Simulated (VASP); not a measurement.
Here is a VASP 6.6.1 calculation.

Contents of POSCAR:

```
InOsF
1.0
    3.4905940675      0.0000000000      0.0000000000
    0.0000000000      3.4905940675      0.0000000000
    0.0000000000      0.0000000000      7.3414474433
Os F In
2 2 2
Direct
    0.0000000000      0.5000000000      0.2194582057
    0.5000000000      0.0000000000      0.7805417943
    0.0000000000      0.0000000000      0.0000000000
    0.5000000000      0.5000000000      0.0000000000
    0.0000000000      0.5000000000      0.6186266969
    0.5000000000      0.0000000000      0.3813733031
```

The input INCAR.step1:

```
SYSTEM = InOsF
  PREC = Accurate
  ENCUT = 660
  ISMEAR = 1
  SIGMA = 0.0638
  LREAL = .False.
  LASPH = .True.
  NELM = 120
  NBANDS = 37
  GGA = PE
  ALGO = Normal
  EDIFF = 1E-5
  LWAVE = .True.
  LCHARG = .False.
  GGA_COMPAT = .False.
```

File INCAR.step2:

```
SYSTEM = InOsF
  PREC = Accurate
  ENCUT = 660
  EDIFF = 1E-6
  ISMEAR = 1
  SIGMA = 0.0638
  LREAL = .False.
  LASPH = .True.
  NELM = 120
  ALGO = Normal
  ISIF = 2
  LWAVE = .False.
  LCHARG = .False.
  METAGGA = R2SCAN
  LMIXTAU = .True.
  NBANDS = 37
  ISTART = 1
  GGA_COMPAT = .False.
```

KPOINTS

```
regular mesh
0
Gamma
  8 8 4
  0 0 0
```

Potentials or basis: VASP PAW PBE potentials, release 64 (Os, F, In_d).

Command:

```console
$ cat potpaw_PBE.64/Os/POTCAR potpaw_PBE.64/F/POTCAR potpaw_PBE.64/In_d/POTCAR > POTCAR
$ cp INCAR.step1 INCAR
$ mpirun -np 1 vasp_std > vasp.out
$ cp INCAR.step2 INCAR
$ mpirun -np 1 vasp_std > vasp.out
```

Question: Estimate the largest force.

Answer: 0.010 eV/Å.

Question: Estimate the pressure.

Answer: 0.2 GPa.

Question: Predict the band gap on the k mesh.

Answer: Zero (bands 28 and 29 overlap by 1.09 eV).

Forces in eV/Å, atoms in the order of the input:
```
Os   0.000  0.000  0.008
Os   0.000  0.000 -0.008
F    0.000  0.000  0.000
F    0.000  0.000  0.000
In   0.000  0.000  0.010
In   0.000  0.000 -0.010
```

Caveat: the PAW data sets were made with another functional, which shifts forces and pressure a little; spin-orbit coupling is left out, which moves the levels of the heavy elements.
